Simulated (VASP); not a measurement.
# SrO (Fm-3m) in VASP: relaxation of cell and atoms with HSE06

Aim: the relaxation of cell and atoms of SrO with HSE06.

Program: VASP 6.6.1. These are calculated values, not measurements. Logs are shortened: lines on timing, memory, paths and dates and some standing lists are left out, and cuts for length are marked.

**1. The cell of the first run**

The structure is cubic, space group Fm-3m (No. 225). Conventional cell: a = 5.160 Å, b = 5.160 Å, c = 5.160 Å, α = 90.00°, β = 90.00°, γ = 90.00°. Within 3.4 Å of Sr (site symmetry m-3m) lie 6 O at 2.58 Å. Within 3.4 Å of O (site symmetry m-3m) lie 6 Sr at 2.58 Å.

**2. Relaxation of cell and atoms, HSE06**

Contents of POSCAR:

```
SrO
1.0
    0.0000000000      2.5798927426      2.5798927426
    2.5798927426      0.0000000000      2.5798927426
    2.5798927426      2.5798927426      0.0000000000
Sr O
1 1
Direct
    0.5000000000      0.5000000000      0.5000000000
    0.0000000000      0.0000000000      0.0000000000
```

Contents of INCAR.step1:

```
SYSTEM = SrO
PREC = Accurate ; ENCUT = 600
EDIFF = 1E-5 ; ISMEAR = -1
SIGMA = 0.02 ; LREAL = .FALSE.
LASPH = .TRUE. ; NELM = 60
ALGO = Normal ; LWAVE = .TRUE.
LCHARG = .FALSE. ; GGA = PE
NBANDS = 15
```

Contents of INCAR.step2:

```
SYSTEM = SrO
PREC = Accurate ; ENCUT = 600
EDIFF = 1E-6 ; ISMEAR = -1
SIGMA = 0.02 ; LREAL = .FALSE.
LASPH = .TRUE. ; NELM = 60
ALGO = Normal ; ISIF = 3
LWAVE = .FALSE. ; LCHARG = .FALSE.
GGA = PE ; LHFCALC = .TRUE.
HFSCREEN = 0.2079 ; PRECFOCK = Normal
IBRION = 2 ; NSW = 80
EDIFFG = -0.005 ; ISTART = 1
```

Contents of KPOINTS:

```
Automatic mesh
0
G
  6 6 6
  0 0 0
```

Potentials or basis: VASP PAW PBE potentials, release 64 (Sr_sv, O).

Run with:

```bash
> cat potpaw_PBE.64/Sr_sv/POTCAR potpaw_PBE.64/O/POTCAR > POTCAR
> cp INCAR.step1 INCAR
> mpirun -np 1 vasp_std > vasp.out
> cp INCAR.step2 INCAR
> mpirun -np 1 vasp_std > vasp.out
```

OUTCAR:

```text
SYSTEM = SrO
   PREC = Accurate
   ENCUT = 600
   EDIFF = 1E-6
   ISMEAR = -1
   LREAL = .FALSE.
   LASPH = .TRUE.
   NELM = 60
   ISIF = 3
   GGA = PE
   LHFCALC = .TRUE.
   HFSCREEN = 0.2079
   PRECFOCK = Normal
   IBRION = 2
   NSW = 80
   EDIFFG = -0.005
   ISTART = 1

 ion  position               nearest neighbor table
   1  0.500  0.500  0.500-   2 2.58   2 2.58   2 2.58   2 2.58   2 2.58   2 2.58
   2  0.000  0.000  0.000-   1 2.58   1 2.58   1 2.58   1 2.58   1 2.58   1 2.58

  LATTYP: Found a face centered cubic cell.
 ALAT       =     5.1597854852

  Lattice vectors:

 A1 = (   0.0000000000,   2.5798927426,   2.5798927426)
 A2 = (   2.5798927426,   0.0000000000,   2.5798927426)
 A3 = (   2.5798927426,   2.5798927426,   0.0000000000)

Analysis of symmetry for initial positions (statically):
=====================================================================
 Subroutine PRICEL returns:
 Original cell was already a primitive cell.

 Routine SETGRP: Setting up the symmetry group for a
 face centered cubic supercell.

 Subroutine GETGRP returns: Found 48 space group operations
 (whereof 48 operations were pure point group operations)
 out of a pool of 48 trial point group operations.

The static configuration has the point symmetry O_h .

Analysis of symmetry for dynamics (positions and initial velocities):
=====================================================================
 Subroutine PRICEL returns:
 Original cell was already a primitive cell.

 Routine SETGRP: Setting up the symmetry group for a
 face centered cubic supercell.

 Subroutine GETGRP returns: Found 48 space group operations
 (whereof 48 operations were pure point group operations)
 out of a pool of 48 trial point group operations.

The dynamic configuration has the point symmetry O_h .

 Subroutine INISYM returns: Found 48 space group operations
 (whereof 48 operations are pure point group operations),
 and found     1 'primitive' translations

----------------------------------------------------------------------------------------

                                     Primitive cell

  volume of cell :      34.3427

  direct lattice vectors                    reciprocal lattice vectors
     0.000000000  2.579892743  2.579892743    -0.193806507  0.193806507  0.193806507
     2.579892743  0.000000000  2.579892743     0.193806507 -0.193806507  0.193806507
     2.579892743  2.579892743  0.000000000     0.193806507  0.193806507 -0.193806507

  length of vectors
     3.648519306  3.648519306  3.648519306     0.335682716  0.335682716  0.335682716

  position of ions in fractional coordinates (direct lattice)
     0.500000000  0.500000000  0.500000000
     0.000000000  0.000000000  0.000000000

  ion indices of the primitive-cell ions
   primitive index   ion index
                 1           1
                 2           2

----------------------------------------------------------------------------------------

 KPOINTS: Automatic mesh

Automatic generation of k-mesh.
 Grid dimensions read from file:
 generate k-points for:    6    6    6

 Generating k-lattice:

  Cartesian coordinates                     Fractional coordinates (reciprocal lattice)
    -0.032301084  0.032301084  0.032301084     0.166666667  0.000000000  0.000000000
     0.032301084 -0.032301084  0.032301084     0.000000000  0.166666667  0.000000000
[... 64 lines left out ...]
   ISMEAR =    -1;   SIGMA  =   0.02  broadening in eV -4-tet -1-fermi 0-gaus
   EFERMI_NEDOS =   21; number of points for ismear=-14 and -15
   IALGO  =     38    algorithm
   IMIX   =      1    mixing-type and parameters
     AMIX     =   0.40;   BMIX     =  1.00
     AMIX_MAG =   1.60;   BMIX_MAG =  1.00
  volume/ion in A,a.u.               =      17.17       115.88
  Fermi-wavevector in a.u.,A,eV,Ry     =   1.269121  2.398292 21.914485  1.610669
  Thomas-Fermi vector in A             =   2.402180
   LORBIT       =      0    0 simple, 1 ext, 2 COOP (PROOUT), +10 PAW based schemes
   GGA     = PE    functional components
   LHFCALC =     T    Hartree Fock is set to
   PRECFOCK=normal    Normal, Fast or Accurate (Low or Medium for compatibility)
   ENCUT4O =  -1.0   cutoff for four orbital integrals eV
   NKREDX  =     1    reduce k-point grid by
   NKREDY  =     1    reduce k-point grid by
   NKREDZ  =     1    reduce k-point grid by
   AEXX    =    0.2500 exact exchange contribution
   HFSCREEN=    0.2079 screening length (either q_TF or 0.3 A-1)
   HFSCREENC=   0.2079 screening length for correlation (either q_TF or 0.3 A-1)
   ENCUTFOCK=  -1.0 apply spherical cutoff to Coloumb kernel
   IVDW    =     0    specifies the selected vdW correction
   LEPSILON=     F    determine dielectric tensor
   LRPA    =     F    only Hartree local field effects (RPA)
 conjugate gradient relaxation of ions
 non-spin polarized calculation
  energy-cutoff  :      600.00
  volume of cell :       34.34
 maximum number of plane-waves:      1167
 NGX is ok and might be reduce to    30
  NGX = 24; NGY = 24; NGZ = 24

--------------------------------------- Ionic step        1  -------------------------------------------

 number of electron      15.9999998 magnetization

 Free energy of the ion-electron system (eV)
  ---------------------------------------------------
  ext. energy  EPLUGINS =         0.00000000
  ---------------------------------------------------
  free energy    TOTEN  =       -14.18554857 eV

  energy without entropy =      -14.18554857  energy(sigma->0) =      -14.18554857

------------------------ aborting loop because EDIFF is reached ----------------------------------------

  FORCE on cell =-STRESS in cart. coord.  units (eV):
  Direction    XX          YY          ZZ          XY          YZ          ZX
  --------------------------------------------------------------------------------------
  -------------------------------------------------------------------------------------
  Total        0.0175102      0.0175102      0.0175102     -0.0000000     -0.0000000     -0.0000000
  in kB        0.8168979      0.8168979      0.8168979     -0.0000000     -0.0000000     -0.0000000
  external PRESSURE =       0.8168979 kB  Pullay stress =       0.0000000 kB

 VOLUME and BASIS-vectors are now :
 -----------------------------------------------------------------------------
  energy-cutoff  :      600.00
  volume of cell :       34.34
      direct lattice vectors                 reciprocal lattice vectors
     0.000000000  2.579892743  2.579892743    -0.193806507  0.193806507  0.193806507
     2.579892743  0.000000000  2.579892743     0.193806507 -0.193806507  0.193806507
     2.579892743  2.579892743  0.000000000     0.193806507  0.193806507 -0.193806507

 POSITION                                       TOTAL-FORCE (eV/Angst)
 -----------------------------------------------------------------------------------
      2.57989      2.57989      2.57989         0.000000     -0.000000     -0.000000
      0.00000      0.00000      0.00000        -0.000000      0.000000      0.000000
 -----------------------------------------------------------------------------------
    total drift:                               -0.000000     -0.000000     -0.000000

  FREE ENERGIE OF THE ION-ELECTRON SYSTEM (eV)
  ---------------------------------------------------
  free  energy   TOTEN  =       -14.1855485735 eV

  energy  without entropy=      -14.1855485735  energy(sigma->0) =      -14.18554857

--------------------------------------- Ionic step        2  -------------------------------------------

 number of electron      15.9999998 magnetization

 Free energy of the ion-electron system (eV)
  ---------------------------------------------------
  ext. energy  EPLUGINS =         0.00000000
  ---------------------------------------------------
  free energy    TOTEN  =       -14.18555791 eV

  energy without entropy =      -14.18555791  energy(sigma->0) =      -14.18555791

 E-fermi :   1.0618     XC(G=0):  -8.2207

 val. band max:        0.5449343909   @ k =   0.0000   0.0000   0.0000
 cond. band min:       5.2906509614   @ k =   0.5000   0.5000   0.0000
 fundamental gap:      4.7457165705
 Fermi energy:         1.0617826999

 k-point     1 :       0.0000    0.0000    0.0000
  band No.  band energies     occupation
      1     -33.8275      2.00000
      2     -16.0029      2.00000
      3     -14.1884      2.00000
      4     -14.1884      2.00000
      5     -14.1884      2.00000
      6       0.5449      2.00000
      7       0.5449      2.00000
      8       0.5449      2.00000
      9       5.9233      0.00000
     10       8.3879      0.00000
     11       8.3879      0.00000
     12       8.3879      0.00000
[... 211 lines left out ...]
 k-point    16 :      -0.3333    0.5000    0.1667
  band No.  band energies     occupation
      1     -33.6445      2.00000
      2     -16.4121      2.00000
      3     -15.0245      2.00000
      4     -14.7212      2.00000
      5     -13.9266      2.00000
      6      -0.3850      2.00000
      7       0.0295      2.00000
      8       0.1882      2.00000
      9       6.7090      0.00000
     10       9.7784      0.00000
     11      10.7087      0.00000
     12      13.4120      0.00000

------------------------ aborting loop because EDIFF is reached ----------------------------------------

  FORCE on cell =-STRESS in cart. coord.  units (eV):
  Direction    XX          YY          ZZ          XY          YZ          ZX
  --------------------------------------------------------------------------------------
  -------------------------------------------------------------------------------------
  Total        0.0051097      0.0051097      0.0051097      0.0000000     -0.0000000      0.0000000
  in kB        0.2380809      0.2380809      0.2380809      0.0000000     -0.0000000      0.0000000
  external PRESSURE =       0.2380809 kB  Pullay stress =       0.0000000 kB

 VOLUME and BASIS-vectors are now :
 -----------------------------------------------------------------------------
  energy-cutoff  :      600.00
  volume of cell :       34.39
      direct lattice vectors                 reciprocal lattice vectors
    -0.000000000  2.580982413  2.580982413    -0.193724683  0.193724683  0.193724683
     2.580982413 -0.000000000  2.580982413     0.193724683 -0.193724683  0.193724683
     2.580982413  2.580982413  0.000000000     0.193724683  0.193724683 -0.193724683

 POSITION                                       TOTAL-FORCE (eV/Angst)
 -----------------------------------------------------------------------------------
      2.58098      2.58098      2.58098        -0.000000      0.000000      0.000000
      5.16196      2.58098      2.58098         0.000000     -0.000000     -0.000000
 -----------------------------------------------------------------------------------
    total drift:                               -0.000000     -0.000000     -0.000000

  FREE ENERGIE OF THE ION-ELECTRON SYSTEM (eV)
  ---------------------------------------------------
  free  energy   TOTEN  =       -14.1855579112 eV

  energy  without entropy=      -14.1855579112  energy(sigma->0) =      -14.18555791

 reached required accuracy - stopping structural energy minimisation
```

Wall time 50 min (1 thread of Oxide Virtual Turin-like, shared host); peak memory 0.27 GiB.

Results:

```
Free energy                           : -14.1856 eV
Relaxed volume                        : 17.19 Å³/atom
Relaxed cell                          : a = 3.650 Å, b = 3.650 Å, c = 3.650 Å, α = 60.00°, β = 60.00°, γ = 60.00°
Space group after relaxing (to 0.1 Å) : Fm-3m (No. 225)
Energy gained by relaxing             : 0.0 meV/atom
Ionic steps                           : 2
Pressure after relaxing               : 0.0 GPa
Band gap on the k mesh                : 4.75 eV (least direct gap 4.86 eV)
```

Final structure:
```
Sr O
1.0
     0.00000    2.58098    2.58098
     2.58098    0.00000    2.58098
     2.58098    2.58098    0.00000
Sr O
1 1
Direct
  0.50000 0.50000 0.50000
  0.00000 0.00000 0.00000
```

Caveat: the PAW data sets were made with another functional, which shifts forces and pressure a little. A k mesh can miss the band edges.
